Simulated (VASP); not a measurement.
Wanted: the native input for a VASP 6.6.1 run.

- Task: electric field gradients
- Functional: PBE
- Potentials or basis: VASP PAW PBE potentials, release 64 (Al, N)
- Cutoff: 520 eV
- k mesh: 11 × 11 × 6
- Occupations: fermi-dirac, width 0.02 eV
- Spin: no spin polarisation
- Dipole correction: no
- Further INCAR settings: ALGO = Normal; EDIFF = 1e-08; NBANDS = 16

The structure of AlN lies in POSCAR:

```
AlN
1.0
    3.2043322162      0.0000000000      0.0000000000
   -1.6021661081      2.7750331013      0.0000000000
    0.0000000000      0.0000000000      4.9780000000
Al N
2 2
Direct
    0.3333333333      0.6666666667      0.0000000000
    0.6666666667      0.3333333333      0.5000000000
    0.3333333333      0.6666666667      0.3850000000
    0.6666666667      0.3333333333      0.8850000000
```

This cell differs from its parent crystal: equal xx and yy strain of +3 %.

These files were run (other wordings do the same):

INCAR

```
ALGO     = Normal         # electronic algorithm
EDIFF    = 1E-8           # SCF threshold, eV
ENCUT    = 520            # plane-wave cutoff, eV
GGA      = PE             # functional
ISIF     = 2              # what is computed and relaxed
ISMEAR   = -1             # smearing method
LASPH    = T              # aspherical terms in the spheres
LCHARG   = F              # write CHGCAR
LEFG     = T            
LREAL    = F              # projectors in reciprocal space
LWAVE    = F              # write WAVECAR
NBANDS   = 16             # bands
NELM     = 100            # most SCF steps
PREC     = Accurate       # precision mode
SIGMA    = 0.02           # smearing width, eV
```

KPOINTS

```
k-points
0
Gamma
  11 11 6
```

Potentials or basis: VASP PAW PBE potentials, release 64 (Al, N).

Command:

```sh
$ cat potpaw_PBE.64/Al/POTCAR potpaw_PBE.64/N/POTCAR > POTCAR
$ mpirun -np 1 vasp_std > vasp.out
```

Results of the run:

- Pressure: -7.5 GPa
- Largest force: 0.094 eV/Å
- Band gap on the k mesh: 3.58 eV, direct

Caveat: the cell differs from its parent crystal (equal xx and yy strain of +3 %); without QUAD_EFG the Cq values of the log hold for a quadrupole moment of 1 mb, not for the nuclei.

Wall time 23 s on 1 thread of Intel(R) Xeon(R) 6975P-C (Granite Rapids) (shared host), peak memory 0.17 GiB.
